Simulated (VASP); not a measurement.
Write the native input for VASP 6.6.1 that does the following.

| Item | Value |
| --- | --- |
| Task | relaxation of cell and atoms |
| Functional | LAK |
| Potentials or basis | VASP PAW PBE potentials, release 64 (Sb, Ga_d) |
| Cutoff | 430 eV |
| k mesh | 5 × 5 × 5 |
| Occupations | gaussian, width 0.03 eV |
| Spin | no spin polarisation |
| Tolerance level | standard |
| Purpose | cell |
| Passes | 2 |
| Further INCAR settings | ALGO = Normal; EDIFF = 1e-06 |

GaSb:

```xyz
2
Lattice="0.0000 3.0071 3.0071 3.0071 0.0000 3.0071 3.0071 3.0071 0.0000" Properties=species:S:1:pos:R:3 pbc="T T T"
Sb    4.5107    4.5107    4.5107
Ga    0.0000    0.0000    0.0000
```

One way to write it, as run:

POSCAR

```
GaSb
1.0
    0.0000000000      3.0071425243      3.0071425243
    3.0071425243      0.0000000000      3.0071425243
    3.0071425243      3.0071425243      0.0000000000
Sb Ga
1 1
Direct
    0.7500000000      0.7500000000      0.7500000000
    0.0000000000      0.0000000000      0.0000000000
```

INCAR.step1

```
  METAGGA = LAK
  ISMEAR = 0
  SIGMA = 0.03
  LWAVE = False
  LCHARG = False
  NSW = 80
  PREC = Accurate
  LASPH = True
  LREAL = False
  ALGO = Normal
  EDIFF = 1E-6
  NELM = 120
  GGA_COMPAT = False
  IBRION = 2
  ISIF = 3
  EDIFFG = -0.005
  NELMIN = 4
  ENCUT = 430
  EFERMI = MIDGAP
  LMIXTAU = True
  KPAR = 2
  POTIM = 0.5
```

INCAR.step3

```
  METAGGA = LAK
  ISMEAR = 0
  SIGMA = 0.03
  LWAVE = False
  LCHARG = False
  PREC = Accurate
  LASPH = True
  LREAL = False
  ALGO = Normal
  EDIFF = 1E-6
  NELM = 120
  GGA_COMPAT = False
  ISIF = 2
  ENCUT = 430
  EFERMI = MIDGAP
  LMIXTAU = True
  KPAR = 2
```

KPOINTS

```
Automatic mesh
0
Gamma
  5 5 5
  0 0 0
```

Potentials or basis: VASP PAW PBE potentials, release 64 (Sb, Ga_d).

Launch:

```bash
$ cat potpaw_PBE.64/Sb/POTCAR potpaw_PBE.64/Ga_d/POTCAR > POTCAR
$ cp INCAR.step1 INCAR
$ cp POSCAR.step1 POSCAR
$ mpirun -np 2 vasp_std > vasp.out
$ cp CONTCAR POSCAR
$ mpirun -np 2 vasp_std > vasp.out
$ cp CONTCAR POSCAR
$ cp INCAR.step3 INCAR
$ mpirun -np 2 vasp_std > vasp.out
```

It gave:

```
Relaxed volume                        : 30.63 Å³/atom
Relaxed cell                          : a = 4.425 Å, b = 4.425 Å, c = 4.425 Å, α = 60.00°, β = 60.00°, γ = 60.00°
Space group after relaxing (to 0.1 Å) : F-43m (No. 216)
Energy gained by relaxing             : 72.5 meV/atom
Ionic steps                           : 13
Pressure after relaxing               : 0.0 GPa
Band gap on the k mesh                : 0.19 eV
```

Caveat: the PAW data sets were made with another functional, which shifts forces and pressure a little; spin-orbit coupling is left out, which moves the levels of the heavy elements.

Wall time 3.4 min on 2 MPI ranks on Intel(R) Xeon(R) Platinum 8488C (Sapphire Rapids), with other jobs on the host, peak memory 0.17 GiB a rank.
